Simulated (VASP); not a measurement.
A run of VASP 6.6.1 is set up as follows.

Contents of INCAR:

```
SYSTEM = Na
PREC     = Accurate       ! precision mode
ENCUT    = 500            ! plane-wave cutoff, eV
EDIFF    = 1E-7           ! SCF threshold, eV
ISMEAR   = 1              ! smearing method
SIGMA    = 0.1            ! smearing width, eV
LREAL    = .False.        ! projectors in reciprocal space
LASPH    = .True.         ! aspherical terms in the spheres
NELM     = 120            ! most SCF steps
ALGO     = Normal         ! electronic algorithm
ISIF     = 3              ! what is computed and relaxed
LWAVE    = .False.        ! write WAVECAR
LCHARG   = .False.        ! write CHGCAR
GGA      = PE             ! functional
IBRION   = 2              ! ionic algorithm
NSW      = 80             ! ionic steps
EDIFFG   = -0.02          ! ionic threshold
PSTRESS  = 300.0        
GGA_COMPAT= .False.      
NELMIN   = 4
```

File KPOINTS:

```
Automatic mesh
0
Gamma
  13 13 13
  0 0 0
```

Contents of POSCAR:

```
Na
1.0
   -2.1400000000      2.1400000000      2.1400000000
    2.1400000000     -2.1400000000      2.1400000000
    2.1400000000      2.1400000000     -2.1400000000
Na
1
Direct
    0.0000000000      0.0000000000      0.0000000000
```

Potentials or basis: VASP PAW PBE potentials, release 64 (Na_pv).

The run is started by

```sh
$ cat potpaw_PBE.64/Na_pv/POTCAR > POTCAR
$ mpirun -np 1 vasp_std > vasp.out
```

(1) Estimate the space group after relaxing (to 0.1 Å).

(2) What does it give for the band gap on the k mesh?

(3) Estimate the relaxed volume.

(4) What does it give for the relaxed cell?

Answers

(1) Im-3m (No. 229).

(2) zero (an odd number of electrons rules out a gap without spin polarisation).

(3) 16.24 Å³/atom.

(4) a = 2.763 Å, b = 2.763 Å, c = 2.763 Å, α = 109.47°, β = 109.47°, γ = 109.47°.

Caveat: the cell is relaxed towards a set pressure, so the run minimises the enthalpy, not the energy; the volume moved by over 15 % at a fixed basis, so the end points are rough.
